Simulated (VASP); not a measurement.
# HfO2 (Fm-3m) in VASP: settings compared

The runs below take HfO2 through single point, with LDA, r2SCAN.

Everything below comes from runs of VASP 6.6.1. Logs are shortened: lines on timing, memory, paths and dates and some standing lists are left out, and cuts for length are marked.

### 1 The cell of the first run

Symmetry: Fm-3m, No. 225, cubic system. The conventional cell has a = 5.058 Å, b = 5.058 Å, c = 5.058 Å, α = 90.00°, β = 90.00°, γ = 90.00°. Within 2.9 Å of Hf (site symmetry m-3m) lie 8 O at 2.19 Å. Within 2.9 Å of O (site symmetry -43m) lie 4 Hf at 2.19 Å and 6 O at 2.53 Å.

### 2 Single point, LDA

Input file INCAR:

```
PREC = Accurate
ENCUT = 600
EDIFF = 1E-6
ISMEAR = 0
SIGMA = 0.01
LREAL = False
LASPH = True
NELM = 120
ALGO = Normal
ISIF = 2
LWAVE = False
LCHARG = False
NBANDS = 18
GGA_COMPAT = False
```

Input file KPOINTS:

```
regular mesh
0
Gamma
  4 4 4
```

Input file POSCAR:

```
HfO2
1.0
    0.0000000000      2.5291823193      2.5291823193
    2.5291823193      0.0000000000      2.5291823193
    2.5291823193      2.5291823193      0.0000000000
Hf O
1 2
Direct
    0.0000000000      0.0000000000      0.0000000000
    0.2500000000      0.2500000000      0.2500000000
    0.7500000000      0.7500000000      0.7500000000
```

Potentials or basis: VASP PAW LDA potentials, release 64 (Hf_pv, O).

Launch:

```bash
> cat potpaw_LDA.64/Hf_pv/POTCAR potpaw_LDA.64/O/POTCAR > POTCAR
> mpirun -np 1 vasp_std > vasp.out
```

OUTCAR:

```text
PREC = Accurate
   ENCUT = 600
   EDIFF = 1E-6
   ISMEAR = 0
   LREAL = False
   LASPH = True
   NELM = 120
   ISIF = 2

 ion  position               nearest neighbor table
   1  0.000  0.000  0.000-   3 2.19   3 2.19   3 2.19   2 2.19   2 2.19   2 2.19   3 2.19   2 2.19

   2  0.250  0.250  0.250-   1 2.19   1 2.19   1 2.19   1 2.19
   3  0.750  0.750  0.750-   1 2.19   1 2.19   1 2.19   1 2.19

  LATTYP: Found a face centered cubic cell.
 ALAT       =     5.0583646386

  Lattice vectors:

 A1 = (   0.0000000000,   2.5291823193,   2.5291823193)
 A2 = (   2.5291823193,   0.0000000000,   2.5291823193)
 A3 = (   2.5291823193,   2.5291823193,   0.0000000000)

Analysis of symmetry for initial positions (statically):
=====================================================================
 Subroutine PRICEL returns:
 Original cell was already a primitive cell.

 Routine SETGRP: Setting up the symmetry group for a
 face centered cubic supercell.

 Subroutine GETGRP returns: Found 48 space group operations
 (whereof 48 operations were pure point group operations)
 out of a pool of 48 trial point group operations.

The static configuration has the point symmetry O_h .

Analysis of symmetry for dynamics (positions and initial velocities):
=====================================================================
 Subroutine PRICEL returns:
 Original cell was already a primitive cell.

 Routine SETGRP: Setting up the symmetry group for a
 face centered cubic supercell.

 Subroutine GETGRP returns: Found 48 space group operations
 (whereof 48 operations were pure point group operations)
 out of a pool of 48 trial point group operations.

The dynamic configuration has the point symmetry O_h .

 Subroutine INISYM returns: Found 48 space group operations
 (whereof 48 operations are pure point group operations),
 and found     1 'primitive' translations

----------------------------------------------------------------------------------------

                                     Primitive cell

  volume of cell :      32.3572

  direct lattice vectors                    reciprocal lattice vectors
     0.000000000  2.529182319  2.529182319    -0.197692351  0.197692351  0.197692351
     2.529182319  0.000000000  2.529182319     0.197692351 -0.197692351  0.197692351
     2.529182319  2.529182319  0.000000000     0.197692351  0.197692351 -0.197692351

  length of vectors
     3.576803938  3.576803938  3.576803938     0.342413197  0.342413197  0.342413197

  position of ions in fractional coordinates (direct lattice)
     0.000000000  0.000000000  0.000000000
     0.250000000  0.250000000  0.250000000
     0.750000000  0.750000000  0.750000000

  ion indices of the primitive-cell ions
   primitive index   ion index
                 1           1
                 2           2
                 3           3

----------------------------------------------------------------------------------------

 KPOINTS: regular mesh

Automatic generation of k-mesh.
 Grid dimensions read from file:
 generate k-points for:    4    4    4

 Generating k-lattice:

  Cartesian coordinates                     Fractional coordinates (reciprocal lattice)
    -0.049423088  0.049423088  0.049423088     0.250000000  0.000000000  0.000000000
     0.049423088 -0.049423088  0.049423088     0.000000000  0.250000000  0.000000000
     0.049423088  0.049423088 -0.049423088     0.000000000  0.000000000  0.250000000

  Length of vectors
     0.085603299  0.085603299  0.085603299

  Shift w.r.t. Gamma in fractional coordinates (k-lattice)
     0.000000000  0.000000000  0.000000000

 Subroutine IBZKPT returns following result:
 ===========================================

 Found      8 irreducible k-points:

 Following reciprocal coordinates:
            Coordinates               Weight
  0.000000  0.000000  0.000000      1.000000
  0.250000  0.000000  0.000000      8.000000
  0.500000  0.000000  0.000000      4.000000
  0.250000  0.250000  0.000000      6.000000
  0.500000  0.250000  0.000000     24.000000
 -0.250000  0.250000  0.000000     12.000000
  0.500000  0.500000  0.000000      3.000000
 -0.250000  0.500000  0.250000      6.000000
   k-points           NKPTS =      8   k-points in BZ     NKDIM =      8   number of bands    NBANDS=     18
   number of dos      NEDOS =    301   number of ions     NIONS =      3
   total plane-waves  NPLWV =  27000
   dimension x,y,z NGX =    30 NGY =   30 NGZ =   30
   dimension x,y,z NGXF=    60 NGYF=   60 NGZF=   60
   ions per type =               1   2
   NGX,Y,Z   is equivalent  to a cutoff of  13.94, 13.94, 13.94 a.u.
   NGXF,Y,Z  is equivalent  to a cutoff of  27.89, 27.89, 27.89 a.u.
 SYSTEM =  unknown system
   PREC   = accura    normal or accurate (medium, high low for compatibility)
   ISTART =      0    job   : 0-new  1-cont  2-samecut
   ICHARG =      2    charge: 1-file 2-atom 10-const
   ISPIN  =      1    spin polarized calculation?
   LNONCOLLINEAR =      F non collinear calculations
   LSORBIT =      F    spin-orbit coupling
   LASPH  =      T    aspherical Exc in radial PAW
   ENCUT  =  600.0 eV  44.10 Ry    6.64 a.u.   7.14  7.14  7.14*2*pi/ulx,y,z
   NELM   =    120;   NELMIN=  2; NELMDL= -5     # of ELM steps
   EDIFF  = 0.1E-05   stopping-criterion for ELM
   LREAL  =      F    real-space projection
   EDIFFG = 0.1E-04   stopping-criterion for IOM
   NSW    =      0    number of steps for IOM
   IBRION =     -1    ionic relax: 0-MD 1-quasi-New 2-CG
   NFREE  =      0    steps in history (QN), initial steepest desc. (CG)
   ISIF   =      2    stress and relaxation
   ISYM   =      2    0-nonsym 1-usesym 2-fastsym
   POTIM  = 0.5000    time-step for ionic-motion
   TEBEG  =    0.0;   TEEND  =   0.0 temperature during run
   PSTRESS=    0.0 pullay stress
   NELECT =      22.0000    total number of electrons
   NUPDOWN=      -1.0000    fix difference up-down
   EMIN   =  10.00;   EMAX   =-10.00  energy-range for DOS
   EFERMI =   0.00;   METHOD = LEGACY
   ISMEAR =     0;   SIGMA  =   0.01  broadening in eV -4-tet -1-fermi 0-gaus
   EFERMI_NEDOS =   21; number of points for ismear=-14 and -15
   IALGO  =     38    algorithm
   IMIX   =      4    mixing-type and parameters
     AMIX     =   0.40;   BMIX     =  1.00
     AMIX_MAG =   1.60;   BMIX_MAG =  1.00
  volume/ion in A,a.u.               =      10.79        72.79
  Fermi-wavevector in a.u.,A,eV,Ry     =   1.439546  2.720348 28.195259  2.072293
  Thomas-Fermi vector in A             =   2.558390
   LORBIT       =      0    0 simple, 1 ext, 2 COOP (PROOUT), +10 PAW based schemes
   GGA     = CA    functional components
   LHFCALC =     F    Hartree Fock is set to
   AEXX    =    0.0000 exact exchange contribution
   IVDW    =     0    specifies the selected vdW correction
   LEPSILON=     F    determine dielectric tensor
   LRPA    =     F    only Hartree local field effects (RPA)
 non-spin polarized calculation
 Gauss-broadening in eV      SIGMA  =   0.01
  energy-cutoff  :      600.00
  volume of cell :       32.36
 maximum number of plane-waves:      1106
 NGX is ok and might be reduce to    30
   NGX = 15   NGY = 15   NGZ = 15

 number of electron      21.9999998 magnetization

 Free energy of the ion-electron system (eV)
  ---------------------------------------------------
  ext. energy  EPLUGINS =         0.00000000
  ---------------------------------------------------
  free energy    TOTEN  =       -33.02201728 eV

  energy without entropy =      -33.02201728  energy(sigma->0) =      -33.02201728

 E-fermi :   4.1751     XC(G=0): -12.3485

 val. band max:        4.1121154396   @ k =   0.5000   0.5000   0.0000
 cond. band min:       7.7253713374   @ k =   0.5000   0.5000   0.0000
 fundamental gap:      3.6132558978
 Fermi energy:         4.1751040400

 k-point     1 :       0.0000    0.0000    0.0000
  band No.  band energies     occupation
      1     -25.3495      2.00000
      2     -25.3495      2.00000
      3     -25.3495      2.00000
      4     -14.4041      2.00000
      5     -11.2082      2.00000
      6      -1.3375      2.00000
      7      -1.3375      2.00000
      8      -1.3375      2.00000
      9       3.4966      2.00000
     10       3.4966      2.00000
     11       3.4966      2.00000
     12       7.8126      0.00000
     13       7.8126      0.00000
     14       9.8582      0.00000
     15      14.5650      0.00000
     16      14.5650      0.00000
     17      14.5650      0.00000
     18      16.7560      0.00000

 k-point     2 :       0.2500    0.0000    0.0000
  band No.  band energies     occupation
      1     -25.5893      2.00000
      2     -25.3764      2.00000
      3     -25.3764      2.00000
      4     -13.6669      2.00000
      5     -11.7543      2.00000
      6      -0.8072      2.00000
      7      -0.8072      2.00000
      8       0.0943      2.00000
      9       2.1226      2.00000
     10       2.6660      2.00000
     11       2.6660      2.00000
     12       8.5699      0.00000
     13       8.5699      0.00000
     14      11.0688      0.00000
     15      13.3037      0.00000
     16      13.8007      0.00000
     17      13.8007      0.00000
     18      16.5733      0.00000

 k-point     3 :       0.5000    0.0000    0.0000
  band No.  band energies     occupation
      1     -25.8110      2.00000
      2     -25.4030      2.00000
      3     -25.4030      2.00000
      4     -13.1174      2.00000
      5     -11.9360      2.00000
      6      -0.2981      2.00000
      7      -0.2981      2.00000
      8       1.0328      2.00000
      9       1.3386      2.00000
     10       2.2649      2.00000
     11       2.2649      2.00000
     12       8.5637      0.00000
     13       8.5637      0.00000
     14      11.1129      0.00000
     15      12.9316      0.00000
     16      13.4974      0.00000
     17      13.4974      0.00000
     18      16.4984      0.00000

 k-point     4 :       0.2500    0.2500    0.0000
  band No.  band energies     occupation
      1     -25.6057      2.00000
      2     -25.4162      2.00000
      3     -25.4162      2.00000
      4     -13.3495      2.00000
      5     -11.9687      2.00000
      6      -0.6453      2.00000
      7      -0.6453      2.00000
      8      -0.0491      2.00000
      9       1.0019      2.00000
     10       3.4336      2.00000
     11       3.4336      2.00000
     12       8.4655      0.00000
     13       8.5488      0.00000
     14      12.2234      0.00000
     15      12.8939      0.00000
     16      12.8939      0.00000
     17      13.2065      0.00000
     18      16.7329      0.00000

 k-point     5 :       0.5000    0.2500    0.0000
  band No.  band energies     occupation
      1     -25.7470      2.00000
      2     -25.5260      2.00000
      3     -25.4429      2.00000
      4     -12.6517      2.00000
      5     -12.2211      2.00000
      6      -1.2797      2.00000
      7      -0.0073      2.00000
      8       0.1435      2.00000
      9       2.3961      2.00000
     10       2.7516      2.00000
     11       2.8964      2.00000
     12       8.4656      0.00000
     13       9.0497      0.00000
     14      11.2253      0.00000
     15      12.0874      0.00000
     16      12.7522      0.00000
     17      15.0907      0.00000
     18      16.7223      0.00000

 k-point     6 :      -0.2500    0.2500    0.0000
  band No.  band energies     occupation
      1     -25.6815      2.00000
      2     -25.5410      2.00000
      3     -25.4033      2.00000
      4     -12.8805      2.00000
      5     -12.1597      2.00000
      6      -0.9476      2.00000
      7       0.3391      2.00000
      8       0.3920      2.00000
      9       1.2590      2.00000
     10       2.0007      2.00000
     11       3.4052      2.00000
     12       8.2763      0.00000
     13       9.2469      0.00000
     14      11.3761      0.00000
     15      11.9803      0.00000
     16      13.3085      0.00000
     17      14.8335      0.00000
     18      16.7065      0.00000

 k-point     7 :       0.5000    0.5000    0.0000
  band No.  band energies     occupation
      1     -25.8357      2.00000
      2     -25.4823      2.00000
      3     -25.4823      2.00000
      4     -12.5748      2.00000
      5     -12.1076      2.00000
      6      -2.5080      2.00000
      7       0.6149      2.00000
      8       0.6149      2.00000
      9       2.5487      2.00000
     10       2.5487      2.00000
     11       4.1121      2.00000
     12       7.7254      0.00000
     13       9.4763      0.00000
     14      10.7668      0.00000
     15      12.2550      0.00000
     16      12.2550      0.00000
     17      16.7343      0.00000
     18      17.2729      0.00000

 k-point     8 :      -0.2500    0.5000    0.2500
  band No.  band energies     occupation
      1     -25.6628      2.00000
      2     -25.6628      2.00000
      3     -25.4847      2.00000
      4     -12.3348      2.00000
      5     -12.3348      2.00000
      6      -1.2852      2.00000
      7      -1.0598      2.00000
      8       1.5175      2.00000
      9       1.5175      2.00000
     10       2.6899      2.00000
     11       3.9011      2.00000
     12       8.7985      0.00000
     13       9.1189      0.00000
     14      11.1924      0.00000
     15      11.1924      0.00000
     16      12.4097      0.00000
     17      16.7327      0.00000
     18      16.8338      0.00000

------------------------ aborting loop because EDIFF is reached ----------------------------------------

  FORCE on cell =-STRESS in cart. coord.  units (eV):
  Direction    XX          YY          ZZ          XY          YZ          ZX
  --------------------------------------------------------------------------------------
  -------------------------------------------------------------------------------------
  Total       -2.4788941     -2.4788941     -2.4788941     -0.0000000      0.0000000      0.0000000
  in kB     -122.7434011   -122.7434011   -122.7434011     -0.0000000      0.0000000      0.0000000
  external PRESSURE =    -122.7434011 kB  Pullay stress =       0.0000000 kB

 VOLUME and BASIS-vectors are now :
 -----------------------------------------------------------------------------
  energy-cutoff  :      600.00
  volume of cell :       32.36
      direct lattice vectors                 reciprocal lattice vectors
     0.000000000  2.529182319  2.529182319    -0.197692351  0.197692351  0.197692351
     2.529182319  0.000000000  2.529182319     0.197692351 -0.197692351  0.197692351
     2.529182319  2.529182319  0.000000000     0.197692351  0.197692351 -0.197692351

 POSITION                                       TOTAL-FORCE (eV/Angst)
 -----------------------------------------------------------------------------------
      0.00000      0.00000      0.00000         0.000000      0.000000      0.000000
      1.26459      1.26459      1.26459        -0.000000     -0.000000     -0.000000
      3.79377      3.79377      3.79377         0.000000      0.000000      0.000000
 -----------------------------------------------------------------------------------
    total drift:                                0.000000     -0.000000      0.000000

  FREE ENERGIE OF THE ION-ELECTRON SYSTEM (eV)
  ---------------------------------------------------
  free  energy   TOTEN  =       -33.0220172750 eV

  energy  without entropy=      -33.0220172750  energy(sigma->0) =      -33.02201728
```

Wall time 4.3 s (1 thread of Intel Xeon 6975P-C (Granite Rapids), shared host); peak memory 0.14 GiB.

What came out:

```
Free energy            : -33.0220 eV
Pressure               : -12.3 GPa
Band gap on the k mesh : 3.61 eV, direct
```

Caveat: the k points lie up to 0.54 Å⁻¹ apart; spin-orbit coupling is left out, which moves the levels of the heavy elements.

### 3 Single point, r2SCAN

POSCAR is that of step 2.

Input file INCAR.step1:

```
SYSTEM = HfO2
PREC     = Accurate       ! precision mode
ENCUT    = 660            ! plane-wave cutoff, eV
ISMEAR   = 0              ! smearing method
SIGMA    = 0.01           ! smearing width, eV
LREAL    = .FALSE.        ! projectors in reciprocal space
LASPH    = .TRUE.         ! aspherical terms in the spheres
NELM     = 120            ! most SCF steps
NBANDS   = 18             ! bands
GGA      = PE             ! functional
ALGO     = Normal         ! electronic algorithm
EDIFF    = 1E-5           ! SCF threshold, eV
LWAVE    = .TRUE.         ! write WAVECAR
LCHARG   = .FALSE.        ! write CHGCAR
GGA_COMPAT= .FALSE.
```

Input file INCAR.step2:

```
SYSTEM = HfO2
PREC     = Accurate       ! precision mode
ENCUT    = 660            ! plane-wave cutoff, eV
EDIFF    = 1E-6           ! SCF threshold, eV
ISMEAR   = 0              ! smearing method
SIGMA    = 0.01           ! smearing width, eV
LREAL    = .FALSE.        ! projectors in reciprocal space
LASPH    = .TRUE.         ! aspherical terms in the spheres
NELM     = 120            ! most SCF steps
ALGO     = Normal         ! electronic algorithm
ISIF     = 2              ! what is computed and relaxed
LWAVE    = .FALSE.        ! write WAVECAR
LCHARG   = .TRUE.         ! write CHGCAR
METAGGA  = R2SCAN         ! meta-GGA
LMIXTAU  = .TRUE.       
LELF     = .TRUE.         ! ELF
LVHAR    = .TRUE.       
NBANDS   = 18             ! bands
ISTART   = 1            
GGA_COMPAT= .FALSE.
```

Input file KPOINTS:

```
regular mesh
0
G
  4 4 4
  0 0 0
```

Potentials or basis: VASP PAW PBE potentials, release 64 (Hf_pv, O).

Launch:

```bash
> cat potpaw_PBE.64/Hf_pv/POTCAR potpaw_PBE.64/O/POTCAR > POTCAR
> cp INCAR.step1 INCAR
> mpirun -np 1 vasp_std > vasp.out
> cp INCAR.step2 INCAR
> mpirun -np 1 vasp_std > vasp.out
```

Wall time 26 s (1 thread of Intel Xeon 6975P-C (Granite Rapids), shared host); peak memory 0.17 GiB.

The run converged. Its results:

* Free energy: -68.5596 eV
* Pressure: -4.3 GPa
* Band gap on the k mesh: 4.32 eV, direct

Levels at points of the mesh, in eV from the valence-band top:
```tsv
k point	band 7	band 8	band 9	band 10	band 11	band 12	band 13	band 14	band 15	band 16
(0.00, 0.00, 0.00)	-5.48	-5.48	-0.64	-0.64	-0.64	4.43	4.43	6.52	11.09	11.09
(0.50, 0.00, 0.00)	-4.40	-3.08	-2.82	-1.90	-1.90	5.13	5.13	7.56	9.64	10.02
(0.50, 0.50, 0.00)	-3.59	-3.59	-1.56	-1.56	0.00	4.32	6.05	7.24	8.74	8.74
```

Caveat: the k points lie up to 0.54 Å⁻¹ apart; the PAW data sets were made with another functional, which shifts forces and pressure a little; spin-orbit coupling is left out, which moves the levels of the heavy elements. r2SCAN opens gaps a little over a GGA but as a rule still falls short of measured ones.
